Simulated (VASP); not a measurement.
# Re (Im-3m) in VASP: single point with BLYP

Aim: the single point of Re with BLYP.

Program: VASP 6.6.1. These are calculated values, not measurements. Logs are shortened: lines on timing, memory, paths and dates and some standing lists are left out, and cuts for length are marked.

### 1 The cell of the first run

The structure is cubic, space group Im-3m (No. 229). The conventional cell has a = 3.196 Å, b = 3.196 Å, c = 3.196 Å, α = 90.00°, β = 90.00°, γ = 90.00°. Within 3.6 Å of Re (site symmetry m-3m) lie 14 Re at 2.77 to 3.20 Å.

This isn't the form of Re at room conditions, which is hcp.

### 2 Single point, BLYP (16.33 Å³/atom)

File INCAR:

```
SYSTEM = Re
AGGAC = 1.0 ; AGGAX = 1.0
ALDAC = 0.0 ; ALDAX = 1.0
ALGO = Normal ; EDIFF = 1E-6
ENCUT = 500 ; GGA = B5
GGA_COMPAT = .False. ; ISIF = 2
ISMEAR = -1 ; LASPH = .True.
LCHARG = .True. ; LELF = .True.
LREAL = .False. ; LVHAR = .True.
LWAVE = .False. ; NBANDS = 14
NELM = 120 ; PREC = Accurate
SIGMA = 0.1
```

File KPOINTS:

```
k-points
0
Gamma
  16 16 16
  0 0 0
```

File POSCAR:

```
Re
1.0
   -1.5982490363      1.5982490363      1.5982490363
    1.5982490363     -1.5982490363      1.5982490363
    1.5982490363      1.5982490363     -1.5982490363
Re
1
Direct
    0.0000000000      0.0000000000      0.0000000000
```

Potentials or basis: VASP PAW PBE potentials, release 64 (Re_sv_GW).

The run is started by

```bash
$ cat potpaw_PBE.64/Re_sv_GW/POTCAR > POTCAR
$ mpirun -np 1 vasp_std > vasp.out
```

OUTCAR:

```text
SYSTEM = Re
   EDIFF = 1E-6
   ENCUT = 500
   GGA = B5
   ISIF = 2
   ISMEAR = -1
   LASPH = .True.
   LREAL = .False.
   NELM = 120
   PREC = Accurate

 ion  position               nearest neighbor table
   1  0.000  0.000  0.000-

  LATTYP: Found a body centered cubic cell.
 ALAT       =     3.1964980726

  Lattice vectors:

 A1 = (  -1.5982490363,   1.5982490363,   1.5982490363)
 A2 = (   1.5982490363,  -1.5982490363,   1.5982490363)
 A3 = (   1.5982490363,   1.5982490363,  -1.5982490363)

Analysis of symmetry for initial positions (statically):
=====================================================================
 Subroutine PRICEL returns:
 Original cell was already a primitive cell.

 Routine SETGRP: Setting up the symmetry group for a
 body centered cubic supercell.

 Subroutine GETGRP returns: Found 48 space group operations
 (whereof 48 operations were pure point group operations)
 out of a pool of 48 trial point group operations.

The static configuration has the point symmetry O_h .

Analysis of symmetry for dynamics (positions and initial velocities):
=====================================================================
 Subroutine PRICEL returns:
 Original cell was already a primitive cell.

 Routine SETGRP: Setting up the symmetry group for a
 body centered cubic supercell.

 Subroutine GETGRP returns: Found 48 space group operations
 (whereof 48 operations were pure point group operations)
 out of a pool of 48 trial point group operations.

The dynamic configuration has the point symmetry O_h .

 Subroutine INISYM returns: Found 48 space group operations
 (whereof 48 operations are pure point group operations),
 and found     1 'primitive' translations

----------------------------------------------------------------------------------------

                                     Primitive cell

  volume of cell :      16.3303

  direct lattice vectors                    reciprocal lattice vectors
    -1.598249036  1.598249036  1.598249036     0.000000000  0.312842360  0.312842360
     1.598249036 -1.598249036  1.598249036     0.312842360  0.000000000  0.312842360
     1.598249036  1.598249036 -1.598249036     0.312842360  0.312842360  0.000000000

  length of vectors
     2.768248534  2.768248534  2.768248534     0.442425908  0.442425908  0.442425908

  position of ions in fractional coordinates (direct lattice)
     0.000000000  0.000000000  0.000000000

  ion indices of the primitive-cell ions
   primitive index   ion index
                 1           1

----------------------------------------------------------------------------------------

 KPOINTS: k-points

Automatic generation of k-mesh.
 Grid dimensions read from file:
 generate k-points for:   16   16   16

 Generating k-lattice:

  Cartesian coordinates                     Fractional coordinates (reciprocal lattice)
     0.000000000  0.019552647  0.019552647     0.062500000  0.000000000  0.000000000
     0.019552647  0.000000000  0.019552647     0.000000000  0.062500000  0.000000000
     0.019552647  0.019552647  0.000000000     0.000000000  0.000000000  0.062500000

  Length of vectors
     0.027651619  0.027651619  0.027651619

  Shift w.r.t. Gamma in fractional coordinates (k-lattice)
     0.000000000  0.000000000  0.000000000

 Subroutine IBZKPT returns following result:
 ===========================================

 Found    145 irreducible k-points:

 Following reciprocal coordinates:
            Coordinates               Weight
  0.000000  0.000000  0.000000      1.000000
  0.062500  0.000000  0.000000     12.000000
  0.125000  0.000000  0.000000     12.000000
  0.187500  0.000000  0.000000     12.000000
  0.250000  0.000000  0.000000     12.000000
  0.312500  0.000000  0.000000     12.000000
[... 16 lines left out ...]
  0.187500  0.187500  0.000000     24.000000
  0.250000  0.187500  0.000000     48.000000
 [... further k-points ...]
   k-points           NKPTS =    145   k-points in BZ     NKDIM =    145   number of bands    NBANDS=     14
   number of dos      NEDOS =    301   number of ions     NIONS =      1
   total plane-waves  NPLWV =   8000
   dimension x,y,z NGX =    20 NGY =   20 NGZ =   20
   dimension x,y,z NGXF=    40 NGYF=   40 NGZF=   40
   ions per type =               1
   NGX,Y,Z   is equivalent  to a cutoff of  12.01, 12.01, 12.01 a.u.
   NGXF,Y,Z  is equivalent  to a cutoff of  24.02, 24.02, 24.02 a.u.
 SYSTEM =  Re
   PREC   = accura    normal or accurate (medium, high low for compatibility)
   ISTART =      0    job   : 0-new  1-cont  2-samecut
   ICHARG =      2    charge: 1-file 2-atom 10-const
   ISPIN  =      1    spin polarized calculation?
   LNONCOLLINEAR =      F non collinear calculations
   LSORBIT =      F    spin-orbit coupling
   LASPH  =      T    aspherical Exc in radial PAW
   ENCUT  =  500.0 eV  36.75 Ry    6.06 a.u.   5.05  5.05  5.05*2*pi/ulx,y,z
   NELM   =    120;   NELMIN=  2; NELMDL= -5     # of ELM steps
   EDIFF  = 0.1E-05   stopping-criterion for ELM
   LREAL  =      F    real-space projection
   EDIFFG = 0.1E-04   stopping-criterion for IOM
   NSW    =      0    number of steps for IOM
   IBRION =     -1    ionic relax: 0-MD 1-quasi-New 2-CG
   NFREE  =      0    steps in history (QN), initial steepest desc. (CG)
   ISIF   =      2    stress and relaxation
   ISYM   =      2    0-nonsym 1-usesym 2-fastsym
   POTIM  = 0.5000    time-step for ionic-motion
   TEBEG  =    0.0;   TEEND  =   0.0 temperature during run
   PSTRESS=    0.0 pullay stress
   NELECT =      15.0000    total number of electrons
   NUPDOWN=      -1.0000    fix difference up-down
   EMIN   =  10.00;   EMAX   =-10.00  energy-range for DOS
   EFERMI =   0.00;   METHOD = LEGACY
   ISMEAR =    -1;   SIGMA  =   0.10  broadening in eV -4-tet -1-fermi 0-gaus
   EFERMI_NEDOS =   21; number of points for ismear=-14 and -15
   IALGO  =     38    algorithm
   IMIX   =      4    mixing-type and parameters
     AMIX     =   0.40;   BMIX     =  1.00
     AMIX_MAG =   1.60;   BMIX_MAG =  1.00
  volume/ion in A,a.u.               =      16.33       110.20
  Fermi-wavevector in a.u.,A,eV,Ry     =   1.591381  3.007274 34.456660  2.532493
  Thomas-Fermi vector in A             =   2.689930
   LORBIT       =      0    0 simple, 1 ext, 2 COOP (PROOUT), +10 PAW based schemes
   GGA     = B5    functional components
   LHFCALC =     F    Hartree Fock is set to
   AEXX    =    0.0000 exact exchange contribution
   IVDW    =     0    specifies the selected vdW correction
   LEPSILON=     F    determine dielectric tensor
   LRPA    =     F    only Hartree local field effects (RPA)
 non-spin polarized calculation
  energy-cutoff  :      500.00
  volume of cell :       16.33
 maximum number of plane-waves:       428
   NGX =  9   NGY =  9   NGZ =  9

 number of electron      14.9999997 magnetization

 Free energy of the ion-electron system (eV)
  ---------------------------------------------------
  ext. energy  EPLUGINS =         0.00000000
  ---------------------------------------------------
  free energy    TOTEN  =       -12.12517817 eV

  energy without entropy =      -12.08616613  energy(sigma->0) =      -12.10567215

 E-fermi :  12.6887     XC(G=0): -12.9496

 val. band max:       12.6831083561   @ k =  -0.3125   0.3125   0.0625
 cond. band min:      12.7013493699   @ k =   0.1875   0.0625   0.0000
 fundamental gap:      0.0182410138
 Fermi energy:        12.6886512203

 k-point     1 :       0.0000    0.0000    0.0000
  band No.  band energies     occupation
      1     -67.6058      2.00000
      2     -29.2115      2.00000
      3     -29.2115      2.00000
      4     -29.2115      2.00000
      5       2.9493      2.00000
      6      10.3129      2.00000
      7      10.3129      2.00000
      8      10.3129      2.00000
      9      13.4039      0.00156
     10      13.4039      0.00156
     11      27.5024      0.00000
     12      27.5024      0.00000
     13      27.5024      0.00000
     14      38.8791      0.00000

 k-point     2 :       0.0625    0.0000    0.0000
  band No.  band energies     occupation
      1     -67.6028      2.00000
      2     -29.2480      2.00000
      3     -29.2243      2.00000
      4     -29.2128      2.00000
      5       3.1225      2.00000
      6      10.2222      2.00000
      7      10.3005      2.00000
      8      10.4725      2.00000
      9      13.2709      0.00591
     10      13.4076      0.00151
     11      27.6275      0.00000
     12      27.7852      0.00000
     13      27.8345      0.00000
     14      37.0091      0.00000

 k-point     3 :       0.1250    0.0000    0.0000
  band No.  band energies     occupation
      1     -67.5940      2.00000
      2     -29.3466      2.00000
      3     -29.2568      2.00000
      4     -29.2128      2.00000
      5       3.6208      2.00000
      6       9.9750      2.00000
      7      10.2386      2.00000
      8      10.9455      2.00000
      9      12.9937      0.09042
     10      13.4261      0.00125
     11      27.8933      0.00000
     12      28.5989      0.00000
     13      28.6067      0.00000
     14      35.0301      0.00000

 k-point     4 :       0.1875    0.0000    0.0000
  band No.  band energies     occupation
      1     -67.5809      2.00000
      2     -29.4931      2.00000
      3     -29.3055      2.00000
      4     -29.2131      2.00000
      5       4.3683      2.00000
      6       9.6290      2.00000
      7      10.0999      2.00000
      8      11.7082      1.99989
      9      12.8131      0.44719
     10      13.4733      0.00078
     11      27.9114      0.00000
     12      28.9593      0.00000
     13      29.8972      0.00000
     14      33.9463      0.00000

 k-point     5 :       0.2500    0.0000    0.0000
  band No.  band energies     occupation
      1     -67.5653      2.00000
      2     -29.6612      2.00000
      3     -29.3616      2.00000
      4     -29.2130      2.00000
      5       5.2017      2.00000
      6       9.2520      2.00000
      7      10.0132      2.00000
      8      12.7177      0.85560
      9      12.8516      0.32793
     10      13.5616      0.00032
     11      27.2683      0.00000
[... 276 lines left out ...]
 k-point    22 :       0.4375    0.1250    0.0000
  band No.  band energies     occupation
      1     -67.5217      2.00000
      2     -30.0445      2.00000
      3     -29.5476      2.00000
      4     -29.2609      2.00000
      5       6.5927      2.00000
      6       8.5170      2.00000
      7      11.5703      1.99997
      8      13.1215      0.02604
      9      14.4553      0.00000
     10      17.6427      0.00000
     11      20.8426      0.00000
     12      24.9341      0.00000
     13      27.6717      0.00000
     14      34.4555      0.00000

 k-point    23 :       0.1875    0.1875    0.0000
  band No.  band energies     occupation
      1     -67.5462      2.00000
      2     -29.8108      2.00000
      3     -29.4265      2.00000
      4     -29.2759      2.00000
      5       6.4047      2.00000
      6       9.1123      2.00000
      7       9.3640      2.00000
      8      12.6090      1.37826
      9      13.9295      0.00001
     10      14.7124      0.00000
     11      25.6100      0.00000
     12      27.8301      0.00000
     13      29.8344      0.00000
     14      31.3025      0.00000

 k-point    24 :       0.2500    0.1875    0.0000
  band No.  band energies     occupation
      1     -67.5339      2.00000
      2     -29.8982      2.00000
      3     -29.4999      2.00000
      4     -29.2868      2.00000
      5       6.9386      2.00000
      6       8.8684      2.00000
      7       9.6181      2.00000
      8      12.8130      0.44773
      9      14.0041      0.00000
     10      16.1402      0.00000
     11      23.7857      0.00000
     12      26.7574      0.00000
     13      28.7357      0.00000
     14      32.2839      0.00000

 [... further k-points ...]

------------------------ aborting loop because EDIFF is reached ----------------------------------------

  FORCE on cell =-STRESS in cart. coord.  units (eV):
  Direction    XX          YY          ZZ          XY          YZ          ZX
  --------------------------------------------------------------------------------------
  -------------------------------------------------------------------------------------
  Total       -1.2166233     -1.2166233     -1.2166233     -0.0000000     -0.0000000      0.0000000
  in kB     -119.3640026   -119.3640026   -119.3640026     -0.0000000     -0.0000000      0.0000000
  external PRESSURE =    -119.3640026 kB  Pullay stress =       0.0000000 kB

 VOLUME and BASIS-vectors are now :
 -----------------------------------------------------------------------------
  energy-cutoff  :      500.00
  volume of cell :       16.33
      direct lattice vectors                 reciprocal lattice vectors
    -1.598249036  1.598249036  1.598249036     0.000000000  0.312842360  0.312842360
     1.598249036 -1.598249036  1.598249036     0.312842360  0.000000000  0.312842360
     1.598249036  1.598249036 -1.598249036     0.312842360  0.312842360  0.000000000

 POSITION                                       TOTAL-FORCE (eV/Angst)
 -----------------------------------------------------------------------------------
      0.00000      0.00000      0.00000         0.000000      0.000000      0.000000
 -----------------------------------------------------------------------------------
    total drift:                                0.000000     -0.000000     -0.000000

  FREE ENERGIE OF THE ION-ELECTRON SYSTEM (eV)
  ---------------------------------------------------
  free  energy   TOTEN  =       -12.1251781663 eV

  energy  without entropy=      -12.0861661324  energy(sigma->0) =      -12.10567215
```

It took 24 s on 1 thread of AMD EPYC 7R13 (Zen 3), shared host; peak memory 0.12 GiB.

Results:

| Property | Result |
| --- | --- |
| Free energy | -12.1252 eV |
| Pressure | -11.9 GPa |
| Band gap on the k mesh | zero (an odd number of electrons rules out a gap without spin polarisation) |

Levels at points of the mesh, in eV from the Fermi level:
```
           k point  band 3  band 4  band 5  band 6  band 7  band 8  band 9  band 10  band 11  band 12
(0.00, 0.00, 0.00)  -41.90  -41.90   -9.74   -2.38   -2.38   -2.38    0.72     0.72    14.81    14.81
(0.50, 0.00, 0.00)  -42.20  -41.90   -6.56   -4.30    0.23    0.54    1.31     3.81     8.67    11.63
(0.50, 0.50, 0.50)  -42.53  -42.53   -6.06   -6.06    3.03    3.03    3.03     7.53     7.53     7.53
```

Caveat: the cell stands under tension; the PAW data sets were made with another functional, which shifts forces and pressure a little; spin-orbit coupling is left out, which moves the levels of the heavy elements.
